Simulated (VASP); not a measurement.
# As (Pm-3m) in VASP: a series of runs

The runs below take As through single point, with PBE.

Everything below comes from runs of VASP 6.6.1. Logs are shortened: lines on timing, memory, paths and dates and some standing lists are left out, and cuts for length are marked.

### 1 The cell of the first run

The structure is cubic, space group Pm-3m (No. 221). The conventional cell has a = 2.722 Å, b = 2.722 Å, c = 2.722 Å, α = 90.00°, β = 90.00°, γ = 90.00°. Within 3.6 Å of As (site symmetry m-3m) lie 6 As at 2.72 Å.

### 2 Single point, PBE

Contents of INCAR:

```
SYSTEM = As
ALGO = Normal ; EDIFF = 1E-7
ENCUT = 520 ; GGA = PE
ISIF = 2 ; ISMEAR = 1
LASPH = .True. ; LCHARG = .False.
LREAL = .False. ; LWAVE = .False.
NBANDS = 8 ; NELM = 100
PREC = Accurate ; SIGMA = 0.15
```

Contents of KPOINTS:

```
k-points
0
Gamma
  9 9 9
  0 0 0
```

Contents of POSCAR:

```
As
1.0
    2.7215874389      0.0000000000      0.0000000000
    0.0000000000      2.7215874389      0.0000000000
    0.0000000000      0.0000000000      2.7215874389
As
1
Direct
    0.5000000000      0.5000000000      0.5000000000
```

Potentials or basis: VASP PAW PBE potentials, release 64 (As).

Command:

```console
cat potpaw_PBE.64/As/POTCAR > POTCAR
mpirun -np 1 vasp_std > vasp.out
```

OUTCAR:

```text
SYSTEM = As
   EDIFF = 1E-7
   ENCUT = 520
   GGA = PE
   ISIF = 2
   ISMEAR = 1
   LASPH = .True.
   LREAL = .False.
   NELM = 100
   PREC = Accurate

 ion  position               nearest neighbor table
   1  0.500  0.500  0.500-

  LATTYP: Found a simple cubic cell.
 ALAT       =     2.7215874389

  Lattice vectors:

 A1 = (   2.7215874389,   0.0000000000,   0.0000000000)
 A2 = (   0.0000000000,   2.7215874389,   0.0000000000)
 A3 = (   0.0000000000,   0.0000000000,   2.7215874389)

Analysis of symmetry for initial positions (statically):
=====================================================================
 Subroutine PRICEL returns:
 Original cell was already a primitive cell.

 Routine SETGRP: Setting up the symmetry group for a
 simple cubic supercell.

 Subroutine GETGRP returns: Found 48 space group operations
 (whereof 48 operations were pure point group operations)
 out of a pool of 48 trial point group operations.

The static configuration has the point symmetry O_h .

Analysis of symmetry for dynamics (positions and initial velocities):
=====================================================================
 Subroutine PRICEL returns:
 Original cell was already a primitive cell.

 Routine SETGRP: Setting up the symmetry group for a
 simple cubic supercell.

 Subroutine GETGRP returns: Found 48 space group operations
 (whereof 48 operations were pure point group operations)
 out of a pool of 48 trial point group operations.

The dynamic configuration has the point symmetry O_h .

 Subroutine INISYM returns: Found 48 space group operations
 (whereof 48 operations are pure point group operations),
 and found     1 'primitive' translations

----------------------------------------------------------------------------------------

                                     Primitive cell

  volume of cell :      20.1589

  direct lattice vectors                    reciprocal lattice vectors
     2.721587439  0.000000000  0.000000000     0.367432619  0.000000000  0.000000000
     0.000000000  2.721587439  0.000000000     0.000000000  0.367432619  0.000000000
     0.000000000  0.000000000  2.721587439     0.000000000  0.000000000  0.367432619

  length of vectors
     2.721587439  2.721587439  2.721587439     0.367432619  0.367432619  0.367432619

  position of ions in fractional coordinates (direct lattice)
     0.500000000  0.500000000  0.500000000

  ion indices of the primitive-cell ions
   primitive index   ion index
                 1           1

----------------------------------------------------------------------------------------

 KPOINTS: k-points

Automatic generation of k-mesh.
 Grid dimensions read from file:
 generate k-points for:    9    9    9

 Generating k-lattice:

  Cartesian coordinates                     Fractional coordinates (reciprocal lattice)
     0.040825847  0.000000000  0.000000000     0.111111111  0.000000000  0.000000000
     0.000000000  0.040825847  0.000000000     0.000000000  0.111111111  0.000000000
     0.000000000  0.000000000  0.040825847     0.000000000  0.000000000  0.111111111

  Length of vectors
     0.040825847  0.040825847  0.040825847

  Shift w.r.t. Gamma in fractional coordinates (k-lattice)
     0.000000000  0.000000000  0.000000000

 Subroutine IBZKPT returns following result:
 ===========================================

 Found     35 irreducible k-points:

 Following reciprocal coordinates:
            Coordinates               Weight
  0.000000  0.000000  0.000000      1.000000
  0.111111  0.000000  0.000000      6.000000
  0.222222  0.000000  0.000000      6.000000
  0.333333  0.000000  0.000000      6.000000
  0.444444  0.000000  0.000000      6.000000
  0.111111  0.111111  0.000000     12.000000
[... 16 lines left out ...]
  0.333333  0.333333  0.111111     24.000000
  0.444444  0.333333  0.111111     48.000000
 [... further k-points ...]
   k-points           NKPTS =     35   k-points in BZ     NKDIM =     35   number of bands    NBANDS=      8
   number of dos      NEDOS =    301   number of ions     NIONS =      1
   total plane-waves  NPLWV =   8000
   dimension x,y,z NGX =    20 NGY =   20 NGZ =   20
   dimension x,y,z NGXF=    40 NGYF=   40 NGZF=   40
   ions per type =               1
   NGX,Y,Z   is equivalent  to a cutoff of  12.22, 12.22, 12.22 a.u.
   NGXF,Y,Z  is equivalent  to a cutoff of  24.43, 24.43, 24.43 a.u.
 SYSTEM =  As
   PREC   = accura    normal or accurate (medium, high low for compatibility)
   ISTART =      0    job   : 0-new  1-cont  2-samecut
   ICHARG =      2    charge: 1-file 2-atom 10-const
   ISPIN  =      1    spin polarized calculation?
   LNONCOLLINEAR =      F non collinear calculations
   LSORBIT =      F    spin-orbit coupling
   LASPH  =      T    aspherical Exc in radial PAW
   ENCUT  =  520.0 eV  38.22 Ry    6.18 a.u.   5.06  5.06  5.06*2*pi/ulx,y,z
   NELM   =    100;   NELMIN=  2; NELMDL= -5     # of ELM steps
   EDIFF  = 0.1E-06   stopping-criterion for ELM
   LREAL  =      F    real-space projection
   EDIFFG = 0.1E-05   stopping-criterion for IOM
   NSW    =      0    number of steps for IOM
   IBRION =     -1    ionic relax: 0-MD 1-quasi-New 2-CG
   NFREE  =      0    steps in history (QN), initial steepest desc. (CG)
   ISIF   =      2    stress and relaxation
   ISYM   =      2    0-nonsym 1-usesym 2-fastsym
   POTIM  = 0.5000    time-step for ionic-motion
   TEBEG  =    0.0;   TEEND  =   0.0 temperature during run
   PSTRESS=    0.0 pullay stress
   NELECT =       5.0000    total number of electrons
   NUPDOWN=      -1.0000    fix difference up-down
   EMIN   =  10.00;   EMAX   =-10.00  energy-range for DOS
   EFERMI =   0.00;   METHOD = LEGACY
   ISMEAR =     1;   SIGMA  =   0.15  broadening in eV -4-tet -1-fermi 0-gaus
   EFERMI_NEDOS =   21; number of points for ismear=-14 and -15
   IALGO  =     38    algorithm
   IMIX   =      4    mixing-type and parameters
     AMIX     =   0.40;   BMIX     =  1.00
     AMIX_MAG =   1.60;   BMIX_MAG =  1.00
  volume/ion in A,a.u.               =      20.16       136.04
  Fermi-wavevector in a.u.,A,eV,Ry     =   1.028591  1.943754 14.394944  1.057999
  Thomas-Fermi vector in A             =   2.162595
   LORBIT       =      0    0 simple, 1 ext, 2 COOP (PROOUT), +10 PAW based schemes
   GGA     = PE    functional components
   LHFCALC =     F    Hartree Fock is set to
   AEXX    =    0.0000 exact exchange contribution
   IVDW    =     0    specifies the selected vdW correction
   LEPSILON=     F    determine dielectric tensor
   LRPA    =     F    only Hartree local field effects (RPA)
 non-spin polarized calculation
 Methfessel and Paxton  Order N= 1 SIGMA  =   0.15
  energy-cutoff  :      520.00
  volume of cell :       20.16
 maximum number of plane-waves:       553
   NGX = 11   NGY = 11   NGZ = 11

 number of electron       5.0000001 magnetization

 Free energy of the ion-electron system (eV)
  ---------------------------------------------------
  ext. energy  EPLUGINS =         0.00000000
  ---------------------------------------------------
  free energy    TOTEN  =        -4.55643394 eV

  energy without entropy =       -4.55521713  energy(sigma->0) =       -4.55602834

 E-fermi :   5.9090     XC(G=0): -10.3542

 val. band max:        5.8473162214   @ k =   0.3333   0.2222   0.0000
 cond. band min:       5.9364488945   @ k =   0.4444   0.3333   0.3333
 fundamental gap:      0.0891326731
 Fermi energy:         5.9089519351

 k-point     1 :       0.0000    0.0000    0.0000
  band No.  band energies     occupation
      1      -9.1014      2.00000
      2       9.7806      0.00000
      3       9.7806      0.00000
      4       9.7806      0.00000
      5      14.1837      0.00000
      6      14.1837      0.00000
      7      16.0814      0.00000
      8      30.3626      0.00000

 k-point     2 :       0.1111    0.0000    0.0000
  band No.  band energies     occupation
      1      -8.8790      2.00000
      2       7.4541     -0.00000
      3       9.9749      0.00000
      4       9.9749      0.00000
      5      14.3836      0.00000
      6      15.4486      0.00000
      7      17.7351      0.00000
      8      27.7144      0.00000

 k-point     3 :       0.2222    0.0000    0.0000
  band No.  band energies     occupation
      1      -8.2284      2.00000
      2       4.1228      2.00000
      3      10.5211      0.00000
      4      10.5211      0.00000
      5      14.9636      0.00000
      6      16.3154      0.00000
      7      21.7223      0.00000
      8      24.5976      0.00000

 k-point     4 :       0.3333    0.0000    0.0000
  band No.  band energies     occupation
      1      -7.2321      2.00000
      2       1.2127      2.00000
      3      11.2789      0.00000
      4      11.2789      0.00000
      5      15.8338      0.00000
      6      17.4632      0.00000
      7      22.0811      0.00000
      8      22.0811      0.00000

 k-point     5 :       0.4444    0.0000    0.0000
  band No.  band energies     occupation
      1      -6.2344      2.00000
      2      -0.7631      2.00000
      3      11.9056      0.00000
      4      11.9056      0.00000
      5      16.6638      0.00000
      6      19.0088      0.00000
      7      20.5685      0.00000
      8      20.5685      0.00000
[... 177 lines left out ...]
 k-point    22 :       0.4444    0.2222    0.1111
  band No.  band energies     occupation
      1      -5.1298      2.00000
      2       0.2621      2.00000
      3       6.8206     -0.00000
      4      10.6831      0.00000
      5      13.5063      0.00000
      6      17.7445      0.00000
      7      21.1225      0.00000
      8      23.6400      0.00000

 k-point    23 :       0.3333    0.3333    0.1111
  band No.  band energies     occupation
      1      -5.1294      2.00000
      2       2.8863      2.00000
      3       3.3915      2.00000
      4      10.7185      0.00000
      5      12.5366      0.00000
      6      19.5478      0.00000
      7      20.6264      0.00000
      8      22.0250      0.00000

 k-point    24 :       0.4444    0.3333    0.1111
  band No.  band energies     occupation
      1      -4.1104      2.00000
      2       1.1381      2.00000
      3       3.9567      2.00000
      4      10.7412      0.00000
      5      11.4965      0.00000
      6      18.6606      0.00000
      7      20.9185      0.00000
      8      22.8848      0.00000

 [... further k-points ...]
[... 5 lines left out ...]
  --------------------------------------------------------------------------------------
  -------------------------------------------------------------------------------------
  Total        0.0753295      0.0753295      0.0753295      0.0000000      0.0000000     -0.0000000
  in kB        5.9869902      5.9869902      5.9869902      0.0000000      0.0000000     -0.0000000
  external PRESSURE =       5.9869902 kB  Pullay stress =       0.0000000 kB

 VOLUME and BASIS-vectors are now :
 -----------------------------------------------------------------------------
  energy-cutoff  :      520.00
  volume of cell :       20.16
      direct lattice vectors                 reciprocal lattice vectors
     2.721587439  0.000000000  0.000000000     0.367432619  0.000000000  0.000000000
     0.000000000  2.721587439  0.000000000     0.000000000  0.367432619  0.000000000
     0.000000000  0.000000000  2.721587439     0.000000000  0.000000000  0.367432619

 POSITION                                       TOTAL-FORCE (eV/Angst)
 -----------------------------------------------------------------------------------
      1.36079      1.36079      1.36079         0.000000      0.000000      0.000000
 -----------------------------------------------------------------------------------
    total drift:                                0.000000      0.000000      0.000000

  FREE ENERGIE OF THE ION-ELECTRON SYSTEM (eV)
  ---------------------------------------------------
  free  energy   TOTEN  =        -4.5564339411 eV

  energy  without entropy=       -4.5552171337  energy(sigma->0) =       -4.55602834
```

It took 4 s on 1 thread of Intel Xeon Platinum 8488C (Sapphire Rapids), shared host; peak memory 0.12 GiB.

What came out:

| Item | Value |
| --- | --- |
| Free energy | -4.5564 eV |
| Pressure | 0.6 GPa |

### 3 Single point, PBE

This run uses another cell than the first one, of 20.55 Å³/atom, 1.020 times its volume.

Contents of INCAR:

```
  PREC = Accurate
  ENCUT = 520
  EDIFF = 1E-6
  ISMEAR = 1
  SIGMA = 0.15
  LREAL = False
  LASPH = True
  NELM = 60
  ALGO = Normal
  ISIF = 2
  LWAVE = False
  LCHARG = True
  GGA = PE
  LELF = True
  LVHAR = True
  NBANDS = 8
```

Contents of KPOINTS:

```
Automatic mesh
0
Gamma
  9 9 9
```

Contents of POSCAR:

```
As
1.0
    2.7392605798      0.0000000000      0.0000000000
    0.0000000000      2.7392605798      0.0000000000
    0.0000000000      0.0000000000      2.7392605798
As
1
Direct
    0.5000000000      0.5000000000      0.5000000000
```

Potentials or basis: VASP PAW PBE potentials, release 64 (As).

Command:

```console
cat potpaw_PBE.64/As/POTCAR > POTCAR
mpirun -np 1 vasp_std > vasp.out
```

OUTCAR:

```text
PREC = Accurate
   ENCUT = 520
   EDIFF = 1E-6
   ISMEAR = 1
   LREAL = False
   LASPH = True
   NELM = 60
   ISIF = 2
   GGA = PE

 ion  position               nearest neighbor table
   1  0.500  0.500  0.500-

  LATTYP: Found a simple cubic cell.
 ALAT       =     2.7392605798

  Lattice vectors:

 A1 = (   2.7392605798,   0.0000000000,   0.0000000000)
 A2 = (   0.0000000000,   2.7392605798,   0.0000000000)
 A3 = (   0.0000000000,   0.0000000000,   2.7392605798)

Analysis of symmetry for initial positions (statically):
=====================================================================
 Subroutine PRICEL returns:
 Original cell was already a primitive cell.

 Routine SETGRP: Setting up the symmetry group for a
 simple cubic supercell.

 Subroutine GETGRP returns: Found 48 space group operations
 (whereof 48 operations were pure point group operations)
 out of a pool of 48 trial point group operations.

The static configuration has the point symmetry O_h .

Analysis of symmetry for dynamics (positions and initial velocities):
[... 152 lines left out ...]
  ---------------------------------------------------
  free energy    TOTEN  =        -4.55616300 eV

  energy without entropy =       -4.55483012  energy(sigma->0) =       -4.55571870

 E-fermi :   5.6668     XC(G=0): -10.2692

 val. band max:        5.6288885652   @ k =   0.3333   0.2222   0.0000
 cond. band min:       5.6671831882   @ k =   0.4444   0.3333   0.3333
 fundamental gap:      0.0382946230
 Fermi energy:         5.6668096180

 k-point     1 :       0.0000    0.0000    0.0000
  band No.  band energies     occupation
      1      -9.1468      2.00000
      2       9.4907      0.00000
      3       9.4907      0.00000
      4       9.4907      0.00000
      5      13.9511      0.00000
      6      13.9511      0.00000
      7      15.6989      0.00000
      8      29.9018      0.00000
[... 243 lines left out ...]
 k-point    24 :       0.4444    0.3333    0.1111
  band No.  band energies     occupation
      1      -4.2804      2.00000
      2       1.0250      2.00000
      3       3.7663      2.00000
      4      10.5587      0.00000
      5      11.1461      0.00000
      6      18.3692      0.00000
      7      20.5645      0.00000
      8      22.4729      0.00000

 [... further k-points ...]
[... 5 lines left out ...]
  --------------------------------------------------------------------------------------
  -------------------------------------------------------------------------------------
  Total       -0.1022153     -0.1022153     -0.1022153      0.0000000      0.0000000      0.0000000
  in kB       -7.9675834     -7.9675834     -7.9675834      0.0000000      0.0000000      0.0000000
  external PRESSURE =      -7.9675834 kB  Pullay stress =       0.0000000 kB

 VOLUME and BASIS-vectors are now :
 -----------------------------------------------------------------------------
  energy-cutoff  :      520.00
  volume of cell :       20.55
      direct lattice vectors                 reciprocal lattice vectors
     2.739260580  0.000000000  0.000000000     0.365062020  0.000000000  0.000000000
     0.000000000  2.739260580  0.000000000     0.000000000  0.365062020  0.000000000
     0.000000000  0.000000000  2.739260580     0.000000000  0.000000000  0.365062020

 POSITION                                       TOTAL-FORCE (eV/Angst)
 -----------------------------------------------------------------------------------
      1.36963      1.36963      1.36963         0.000000      0.000000      0.000000
 -----------------------------------------------------------------------------------
    total drift:                                0.000000      0.000000      0.000000

  FREE ENERGIE OF THE ION-ELECTRON SYSTEM (eV)
  ---------------------------------------------------
  free  energy   TOTEN  =        -4.5561629961 eV

  energy  without entropy=       -4.5548301205  energy(sigma->0) =       -4.55571870
```

stdout:

```text
POSCAR found type information on POSCAR As
 POSCAR found :  1 types and       1 ions
 scaLAPACK will be used
 LDA part: xc-table for (Slater+PW92), standard interpolation
 POSCAR, INCAR and KPOINTS ok, starting setup
 FFT: planning ... GRIDC
 FFT: planning ... GRID_SOFT
 FFT: planning ... GRID
 WAVECAR not read
 entering main loop
```

Run time: 4.4 s. Hardware: 1 thread of Intel Xeon Platinum 8488C (Sapphire Rapids), shared host; peak memory 0.12 GiB.

Results:

```
Free energy : -4.5562 eV
Pressure    : -0.8 GPa
```

### 4 Single point, PBE

This run uses another cell than the first one, of 20.95 Å³/atom, 1.039 times its volume.

Contents of INCAR:

```
PREC = Accurate
ENCUT = 520
EDIFF = 1E-7
ISMEAR = 1
SIGMA = 0.15
LREAL = False
LASPH = True
NELM = 80
ALGO = Normal
ISIF = 2
LWAVE = False
LCHARG = False
GGA = PE
NBANDS = 8
```

KPOINTS is that of step 3.

Contents of POSCAR:

```
As
1.0
    2.7567085699      0.0000000000      0.0000000000
    0.0000000000      2.7567085699      0.0000000000
    0.0000000000      0.0000000000      2.7567085699
As
1
Direct
    0.5000000000      0.5000000000      0.5000000000
```

Command:

```console
cat potpaw_PBE.64/As/POTCAR > POTCAR
mpirun -np 1 vasp_std > vasp.out
```

Run time: 3.9 s. Hardware: 1 thread of Intel Xeon Platinum 8488C (Sapphire Rapids), shared host; peak memory 0.13 GiB.

The run converged. Its results:

```
Free energy : -4.5526 eV
Pressure    : -2.1 GPa
```

Levels at points of the mesh, in eV from the Fermi level:
| k point | band 1 | band 2 | band 3 | band 4 | band 5 |
| --- | --- | --- | --- | --- | --- |
| (0.00, 0.00, 0.00) | -14.63 | 3.78 | 3.78 | 3.78 | 8.29 |

### 5 The runs side by side

| cell | gap on the mesh (eV) | pressure (GPa) |
| --- | --- | --- |
| a = 2.722 Å, 1 atom | none | 0.6 |
| a = 2.739 Å, 1 atom | none | -0.8 |
| a = 2.757 Å, 1 atom | none | -2.1 |

Alike in all rows: task single point; level PBE; potentials or basis VASP PAW PBE potentials, release 64 (As); no spin polarisation; k mesh 9 × 9 × 9; cutoff (eV) 520; smearing methfessel-paxton 0.15 eV.

Total energies depend on the potentials used, so only differences within one code and one set of settings carry meaning.
